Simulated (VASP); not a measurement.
# LiF (Fm-3m) in VASP: single point with LDA

Aim: the single point of LiF with LDA.

Everything below comes from runs of VASP 6.6.1. Logs are shortened: lines on timing, memory, paths and dates and some standing lists are left out, and cuts for length are marked.

## (1) The cell of the first run

The structure is cubic, space group Fm-3m (No. 225). The conventional cell has a = 4.107 Å, b = 4.107 Å, c = 4.107 Å, α = 90.00°, β = 90.00°, γ = 90.00°. Within 2.7 Å of Li (site symmetry m-3m) lie 6 F at 2.05 Å. Within 2.7 Å of F (site symmetry m-3m) lie 6 Li at 2.05 Å.

## (2) Single point, LDA (volume scaled by 1.06)

INCAR reads:

```
SYSTEM = LiF
ALGO     = Normal         ! electronic algorithm
EDIFF    = 1E-6           ! SCF threshold, eV
ENCUT    = 520            ! plane-wave cutoff, eV
ISIF     = 2              ! what is computed and relaxed
ISMEAR   = -1             ! smearing method
LASPH    = .True.         ! aspherical terms in the spheres
LCHARG   = .True.         ! write CHGCAR
LELF     = .True.         ! ELF
LREAL    = .False.        ! projectors in reciprocal space
LVHAR    = .True.       
LWAVE    = .False.        ! write WAVECAR
NBANDS   = 12             ! bands
NELM     = 100            ! most SCF steps
PREC     = Accurate       ! precision mode
SIGMA    = 0.03           ! smearing width, eV
```

KPOINTS reads:

```
k-points
0
Gamma
  10 10 10
  0 0 0
```

POSCAR reads:

```
LiF
1.0
    0.0000000000      2.0535002244      2.0535002244
    2.0535002244      0.0000000000      2.0535002244
    2.0535002244      2.0535002244      0.0000000000
Li F
1 1
Direct
    0.0000000000      0.0000000000      0.0000000000
    0.5000000000      0.5000000000      0.5000000000
```

Potentials or basis: VASP PAW LDA potentials, release 64 (Li_sv, F).

Launch:

```console
cat potpaw_LDA.64/Li_sv/POTCAR potpaw_LDA.64/F/POTCAR > POTCAR
mpirun -np 1 vasp_std > vasp.out
```

OUTCAR:

```text
SYSTEM = LiF
   EDIFF = 1E-6
   ENCUT = 520
   ISIF = 2
   ISMEAR = -1
   LASPH = .True.
   LREAL = .False.
   NELM = 100
   PREC = Accurate

 ion  position               nearest neighbor table
   1  0.000  0.000  0.000-   2 2.05   2 2.05   2 2.05   2 2.05   2 2.05   2 2.05
   2  0.500  0.500  0.500-   1 2.05   1 2.05   1 2.05   1 2.05   1 2.05   1 2.05

  LATTYP: Found a face centered cubic cell.
 ALAT       =     4.1070004488

  Lattice vectors:

 A1 = (   0.0000000000,   2.0535002244,   2.0535002244)
 A2 = (   2.0535002244,   0.0000000000,   2.0535002244)
 A3 = (   2.0535002244,   2.0535002244,   0.0000000000)

Analysis of symmetry for initial positions (statically):
=====================================================================
 Subroutine PRICEL returns:
 Original cell was already a primitive cell.

 Routine SETGRP: Setting up the symmetry group for a
 face centered cubic supercell.

 Subroutine GETGRP returns: Found 48 space group operations
 (whereof 48 operations were pure point group operations)
 out of a pool of 48 trial point group operations.

The static configuration has the point symmetry O_h .

Analysis of symmetry for dynamics (positions and initial velocities):
=====================================================================
 Subroutine PRICEL returns:
 Original cell was already a primitive cell.

 Routine SETGRP: Setting up the symmetry group for a
 face centered cubic supercell.

 Subroutine GETGRP returns: Found 48 space group operations
 (whereof 48 operations were pure point group operations)
 out of a pool of 48 trial point group operations.

The dynamic configuration has the point symmetry O_h .

 Subroutine INISYM returns: Found 48 space group operations
 (whereof 48 operations are pure point group operations),
 and found     1 'primitive' translations

----------------------------------------------------------------------------------------

                                     Primitive cell

  volume of cell :      17.3187

  direct lattice vectors                    reciprocal lattice vectors
     0.000000000  2.053500224  2.053500224    -0.243486703  0.243486703  0.243486703
     2.053500224  0.000000000  2.053500224     0.243486703 -0.243486703  0.243486703
     2.053500224  2.053500224  0.000000000     0.243486703  0.243486703 -0.243486703

  length of vectors
     2.904087868  2.904087868  2.904087868     0.421731341  0.421731341  0.421731341

  position of ions in fractional coordinates (direct lattice)
     0.000000000  0.000000000  0.000000000
     0.500000000  0.500000000  0.500000000

  ion indices of the primitive-cell ions
   primitive index   ion index
                 1           1
                 2           2

----------------------------------------------------------------------------------------

 KPOINTS: k-points

Automatic generation of k-mesh.
 Grid dimensions read from file:
 generate k-points for:   10   10   10

 Generating k-lattice:

  Cartesian coordinates                     Fractional coordinates (reciprocal lattice)
    -0.024348670  0.024348670  0.024348670     0.100000000  0.000000000  0.000000000
     0.024348670 -0.024348670  0.024348670     0.000000000  0.100000000  0.000000000
     0.024348670  0.024348670 -0.024348670     0.000000000  0.000000000  0.100000000

  Length of vectors
     0.042173134  0.042173134  0.042173134

  Shift w.r.t. Gamma in fractional coordinates (k-lattice)
     0.000000000  0.000000000  0.000000000

 Subroutine IBZKPT returns following result:
 ===========================================

 Found     47 irreducible k-points:

 Following reciprocal coordinates:
            Coordinates               Weight
  0.000000  0.000000  0.000000      1.000000
  0.100000  0.000000  0.000000      8.000000
  0.200000  0.000000  0.000000      8.000000
  0.300000  0.000000  0.000000      8.000000
  0.400000  0.000000  0.000000      8.000000
  0.500000  0.000000  0.000000      4.000000
[... 16 lines left out ...]
  0.300000  0.300000  0.000000      6.000000
  0.400000  0.300000  0.000000     24.000000
 [... further k-points ...]
   k-points           NKPTS =     47   k-points in BZ     NKDIM =     47   number of bands    NBANDS=     12
   number of dos      NEDOS =    301   number of ions     NIONS =      2
   total plane-waves  NPLWV =  13824
   dimension x,y,z NGX =    24 NGY =   24 NGZ =   24
   dimension x,y,z NGXF=    48 NGYF=   48 NGZF=   48
   ions per type =               1   1
   NGX,Y,Z   is equivalent  to a cutoff of  13.74, 13.74, 13.74 a.u.
   NGXF,Y,Z  is equivalent  to a cutoff of  27.48, 27.48, 27.48 a.u.
 SYSTEM =  LiF
   PREC   = accura    normal or accurate (medium, high low for compatibility)
   ISTART =      0    job   : 0-new  1-cont  2-samecut
   ICHARG =      2    charge: 1-file 2-atom 10-const
   ISPIN  =      1    spin polarized calculation?
   LNONCOLLINEAR =      F non collinear calculations
   LSORBIT =      F    spin-orbit coupling
   LASPH  =      T    aspherical Exc in radial PAW
   ENCUT  =  520.0 eV  38.22 Ry    6.18 a.u.   5.40  5.40  5.40*2*pi/ulx,y,z
   NELM   =    100;   NELMIN=  2; NELMDL= -5     # of ELM steps
   EDIFF  = 0.1E-05   stopping-criterion for ELM
   LREAL  =      F    real-space projection
   EDIFFG = 0.1E-04   stopping-criterion for IOM
   NSW    =      0    number of steps for IOM
   IBRION =     -1    ionic relax: 0-MD 1-quasi-New 2-CG
   NFREE  =      0    steps in history (QN), initial steepest desc. (CG)
   ISIF   =      2    stress and relaxation
   ISYM   =      2    0-nonsym 1-usesym 2-fastsym
   POTIM  = 0.5000    time-step for ionic-motion
   TEBEG  =    0.0;   TEEND  =   0.0 temperature during run
   PSTRESS=    0.0 pullay stress
   NELECT =      10.0000    total number of electrons
   NUPDOWN=      -1.0000    fix difference up-down
   EMIN   =  10.00;   EMAX   =-10.00  energy-range for DOS
   EFERMI =   0.00;   METHOD = LEGACY
   ISMEAR =    -1;   SIGMA  =   0.03  broadening in eV -4-tet -1-fermi 0-gaus
   EFERMI_NEDOS =   21; number of points for ismear=-14 and -15
   IALGO  =     38    algorithm
   IMIX   =      4    mixing-type and parameters
     AMIX     =   0.40;   BMIX     =  1.00
     AMIX_MAG =   1.60;   BMIX_MAG =  1.00
  volume/ion in A,a.u.               =       8.66        58.44
  Fermi-wavevector in a.u.,A,eV,Ry     =   1.363233  2.576137 25.285123  1.858404
  Thomas-Fermi vector in A             =   2.489654
   LORBIT       =      0    0 simple, 1 ext, 2 COOP (PROOUT), +10 PAW based schemes
   GGA     = CA    functional components
   LHFCALC =     F    Hartree Fock is set to
   AEXX    =    0.0000 exact exchange contribution
   IVDW    =     0    specifies the selected vdW correction
   LEPSILON=     F    determine dielectric tensor
   LRPA    =     F    only Hartree local field effects (RPA)
 non-spin polarized calculation
  energy-cutoff  :      520.00
  volume of cell :       17.32
 maximum number of plane-waves:       483
 NGX is ok and might be reduce to    24
   NGX = 11   NGY = 11   NGZ = 11

 number of electron      10.0000000 magnetization

 Free energy of the ion-electron system (eV)
  ---------------------------------------------------
  ext. energy  EPLUGINS =         0.00000000
  ---------------------------------------------------
  free energy    TOTEN  =       -10.42397046 eV

  energy without entropy =      -10.42397046  energy(sigma->0) =      -10.42397046

 E-fermi :  -0.8970     XC(G=0): -10.3820

 val. band max:       -1.6431943739   @ k =   0.0000   0.0000   0.0000
 cond. band min:       6.6877368429   @ k =   0.0000   0.0000   0.0000
 fundamental gap:      8.3309312168
 Fermi energy:        -0.8970331669

 k-point     1 :       0.0000    0.0000    0.0000
  band No.  band energies     occupation
      1     -41.5230      2.00000
      2     -21.0558      2.00000
      3      -1.6432      2.00000
      4      -1.6432      2.00000
      5      -1.6432      2.00000
      6       6.6877      0.00000
      7      21.0775      0.00000
      8      21.0775      0.00000
      9      21.0775      0.00000
     10      21.6972      0.00000
     11      21.6972      0.00000
     12      21.6972      0.00000

 k-point     2 :       0.1000    0.0000    0.0000
  band No.  band energies     occupation
      1     -41.5180      2.00000
      2     -21.0200      2.00000
      3      -1.9216      2.00000
      4      -1.6646      2.00000
      5      -1.6646      2.00000
      6       6.9758      0.00000
      7      18.6350      0.00000
      8      19.9537      0.00000
      9      19.9537      0.00000
     10      22.5777      0.00000
     11      22.6512      0.00000
     12      22.6512      0.00000

 k-point     3 :       0.2000    0.0000    0.0000
  band No.  band energies     occupation
      1     -41.5046      2.00000
      2     -20.9226      2.00000
      3      -2.5845      2.00000
      4      -1.7195      2.00000
      5      -1.7195      2.00000
      6       7.6204      0.00000
      7      16.2322      0.00000
      8      18.5355      0.00000
      9      18.5355      0.00000
     10      23.4913      0.00000
     11      23.9653      0.00000
     12      23.9653      0.00000

 k-point     4 :       0.3000    0.0000    0.0000
  band No.  band energies     occupation
      1     -41.4880      2.00000
      2     -20.7967      2.00000
      3      -3.3132      2.00000
      4      -1.7850      2.00000
      5      -1.7850      2.00000
      6       8.1876      0.00000
      7      14.7460      0.00000
      8      17.3528      0.00000
      9      17.3528      0.00000
     10      24.7765      0.00000
     11      25.5573      0.00000
     12      25.5573      0.00000

 k-point     5 :       0.4000    0.0000    0.0000
  band No.  band energies     occupation
      1     -41.4745      2.00000
      2     -20.6907      2.00000
      3      -3.8534      2.00000
      4      -1.8362      2.00000
      5      -1.8362      2.00000
      6       8.4133      0.00000
      7      14.1627      0.00000
      8      16.5886      0.00000
      9      16.5886      0.00000
     10      26.2748      0.00000
     11      27.1486      0.00000
     12      27.1486      0.00000
[... 228 lines left out ...]
      1     -41.4703      2.00000
      2     -20.6285      2.00000
      3      -3.5576      2.00000
      4      -2.7377      2.00000
      5      -1.8701      2.00000
      6       9.5176      0.00000
      7      13.3774      0.00000
      8      16.7015      0.00000
      9      16.7918      0.00000
     10      25.9314      0.00000
     11      26.2836      0.00000
     12      26.4302      0.00000

 k-point    22 :      -0.2000    0.2000    0.0000
  band No.  band energies     occupation
      1     -41.4827      2.00000
      2     -20.7411      2.00000
      3      -3.1820      2.00000
      4      -2.4638      2.00000
      5      -1.7438      2.00000
      6       8.8497      0.00000
      7      14.1687      0.00000
      8      17.0982      0.00000
      9      17.3471      0.00000
     10      24.5309      0.00000
     11      24.7005      0.00000
     12      27.1399      0.00000

 k-point    23 :       0.3000    0.3000    0.0000
  band No.  band energies     occupation
      1     -41.4778      2.00000
      2     -20.6660      2.00000
      3      -3.4683      2.00000
      4      -2.2707      2.00000
      5      -2.2707      2.00000
      6       9.7729      0.00000
      7      15.5187      0.00000
      8      16.4053      0.00000
      9      17.6717      0.00000
     10      17.6717      0.00000
     11      31.1765      0.00000
     12      31.6347      0.00000

 k-point    24 :       0.4000    0.3000    0.0000
  band No.  band energies     occupation
      1     -41.4678      2.00000
      2     -20.5636      2.00000
      3      -3.8609      2.00000
      4      -2.4707      2.00000
      5      -2.3638      2.00000
      6      10.5745      0.00000
      7      14.3469      0.00000
      8      15.9009      0.00000
      9      17.4248      0.00000
     10      18.4972      0.00000
     11      30.6698      0.00000
     12      31.8629      0.00000

 [... further k-points ...]

------------------------ aborting loop because EDIFF is reached ----------------------------------------

  FORCE on cell =-STRESS in cart. coord.  units (eV):
  Direction    XX          YY          ZZ          XY          YZ          ZX
  --------------------------------------------------------------------------------------
  -------------------------------------------------------------------------------------
  Total       -1.0403222     -1.0403222     -1.0403222      0.0000000     -0.0000000      0.0000000
  in kB      -96.2418995    -96.2418995    -96.2418995      0.0000000     -0.0000000      0.0000000
  external PRESSURE =     -96.2418995 kB  Pullay stress =       0.0000000 kB

 VOLUME and BASIS-vectors are now :
 -----------------------------------------------------------------------------
  energy-cutoff  :      520.00
  volume of cell :       17.32
      direct lattice vectors                 reciprocal lattice vectors
     0.000000000  2.053500224  2.053500224    -0.243486703  0.243486703  0.243486703
     2.053500224  0.000000000  2.053500224     0.243486703 -0.243486703  0.243486703
     2.053500224  2.053500224  0.000000000     0.243486703  0.243486703 -0.243486703

 POSITION                                       TOTAL-FORCE (eV/Angst)
 -----------------------------------------------------------------------------------
      0.00000      0.00000      0.00000        -0.000000     -0.000000      0.000000
      2.05350      2.05350      2.05350         0.000000      0.000000     -0.000000
 -----------------------------------------------------------------------------------
    total drift:                               -0.000000     -0.000000      0.000000

  FREE ENERGIE OF THE ION-ELECTRON SYSTEM (eV)
  ---------------------------------------------------
  free  energy   TOTEN  =       -10.4239704571 eV

  energy  without entropy=      -10.4239704571  energy(sigma->0) =      -10.42397046
```

It took 8.2 s on 1 thread of Intel Xeon 8259CL, shared host; peak memory 0.12 GiB.

Results:

```yaml
Free_energy: -10.4240 eV
Band_gap_on_the_k_mesh: 8.33 eV, direct
```

Caveat: the cutoff is under 1.25 times the usual one of these potentials, so pressure, stress and relaxed cells hold a basis-set (Pulay) error. A k mesh can miss the band edges.
